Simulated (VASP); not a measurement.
Wanted: the native input for a VASP 6.6.1 run.

```
Task                   : single point
Functional             : PBE
Dispersion             : D3(BJ)
Potentials or basis    : VASP PAW PBE potentials, release 64 (Se, In_d)
Cutoff                 : 520 eV
k mesh                 : 9 × 9 × 1
Occupations            : gaussian, width 0.05 eV
Spin                   : no spin polarisation
Dipole correction      : yes
Further INCAR settings : ALGO = Normal; EDIFF = 1e-07; NBANDS = 48
```

The structure of InSe lies in POSCAR:

```
InSe
1.0
    4.0266103962      0.0000000000      0.0000000000
   -2.0133051981      3.4871468942      0.0000000000
    0.0000000000      0.0000000000     28.2707105020
Se In
4 4
Direct
    0.0000000000      0.0000000000      0.1591753415
    0.0000000000      0.0000000000      0.3496677330
    0.0000000000      0.6666666667      0.4808989590
    0.0000000000      0.6666666667      0.6713913504
    0.6666666667      0.3333333333      0.2049979890
    0.6666666667      0.3333333333      0.3038451602
   -0.6666666667      0.3333333333      0.5267216065
   -0.6666666667      0.3333333333      0.6255687776
```

This cell differs from its parent crystal: layers slid over each other.

The input as run:

INCAR

```
SYSTEM = InSe
PREC     = Accurate       ! precision mode
ENCUT    = 520            ! plane-wave cutoff, eV
EDIFF    = 1E-7           ! SCF threshold, eV
ISMEAR   = 0              ! smearing method
SIGMA    = 0.05           ! smearing width, eV
LREAL    = .False.        ! projectors in reciprocal space
LASPH    = .True.         ! aspherical terms in the spheres
NELM     = 100            ! most SCF steps
ALGO     = Normal         ! electronic algorithm
ISIF     = 2              ! what is computed and relaxed
LWAVE    = .False.        ! write WAVECAR
LCHARG   = .True.         ! write CHGCAR
LDIPOL   = .True.       
IDIPOL   = 3            
DIPOL    = 0.5 0.5 0.415
GGA      = PE             ! functional
IVDW     = 12             ! dispersion correction
LELF     = .True.         ! ELF
LVHAR    = .True.       
LVACPOTAV= .True.       
NBANDS   = 48             ! bands
```

KPOINTS

```
Automatic mesh
0
Gamma
  9 9 1
  0 0 0
```

Potentials or basis: VASP PAW PBE potentials, release 64 (Se, In_d).

Run with:

```sh
$ cat potpaw_PBE.64/Se/POTCAR potpaw_PBE.64/In_d/POTCAR > POTCAR
$ mpirun -np 1 vasp_std > vasp.out
```

Results of the run:

```yaml
Largest_force: 0.067 eV/Å
Band_gap_on_the_k_mesh: 1.25 eV (least direct gap 1.29 eV)
Dispersion_energy_per_atom: -0.246 eV
```

Caveat: the cell differs from its parent crystal (layers slid over each other); spin-orbit coupling is left out, which moves the levels of the heavy elements.

It took 32 min on 1 thread of Oxide Virtual Turin-like Processor, with other jobs on the host, peak memory 0.81 GiB.
